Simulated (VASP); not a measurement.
Here is a VASP 6.6.1 calculation.

File INCAR:

```
SYSTEM = BaS
ALGO = Normal ; EDIFF = 1E-6
ENCUT = 500 ; GGA = PE
GGA_COMPAT = .FALSE. ; ISIF = 2
ISMEAR = 0 ; LASPH = .TRUE.
LCHARG = .FALSE. ; LREAL = .FALSE.
LWAVE = .FALSE. ; NBANDS = 15
NELM = 120 ; PREC = Accurate
SIGMA = 0.01
```

File KPOINTS:

```
k-points
0
G
  2 2 2
  0 0 0
```

POSCAR

```
BaS
1.0
    0.0000000000      3.5194117709      3.5194117709
    3.5194117709      0.0000000000      3.5194117709
    3.5194117709      3.5194117709      0.0000000000
Ba S
1 1
Direct
    0.0000000000      0.0000000000      0.0000000000
    0.2500000000      0.2500000000      0.2500000000
```

Potentials or basis: VASP PAW PBE potentials, release 64 (Ba_sv, S).

Launch:

```sh
$ cat potpaw_PBE.64/Ba_sv/POTCAR potpaw_PBE.64/S/POTCAR > POTCAR
$ mpirun -np 1 vasp_std > vasp.out
```

(1) Estimate the band gap on the k mesh.

(2) Predict the pressure.

Answers

(1) 2.75 eV (least direct gap 3.43 eV).

(2) 0.7 GPa.

Caveat: the k points lie up to 0.77 Å⁻¹ apart; spin-orbit coupling is left out, which moves the levels of the heavy elements.
